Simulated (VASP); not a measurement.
Crystal: Be2C.

```
C Be
1.0
     0.00000    2.15532    2.15532
     2.15532    0.00000    2.15532
     2.15532    2.15532    0.00000
C Be
1 2
Direct
  0.00000 0.00000 0.00000
  0.25000 0.25000 0.25000
  0.75000 0.75000 0.75000
```

Base run:

| Item | Value |
| --- | --- |
| Program | VASP 6.6.1 |
| Functional | PBEsol |
| Potentials or basis | VASP PAW PBE potentials, release 64 (C, Be) |
| Cutoff | 600 eV |
| k mesh | 10 × 10 × 10 |
| Occupations | fermi-dirac, width 0.05 eV |
| Spin | no spin polarisation |

Its results: band gap on the k mesh 1.07 eV (least direct gap 4.11 eV); pressure 0.6 GPa.

**Question.** The run is repeated on the same cell with these changes: functional from PBEsol to r2SCAN; cutoff from 600 eV to 660 eV. What comes out?

**Answer.** Band gap on the k mesh 1.53 eV (least direct gap 4.64 eV); pressure 2.3 GPa.

Caveats: the PAW data sets were made with another functional, which shifts forces and pressure a little.

A k mesh can miss the band edges.
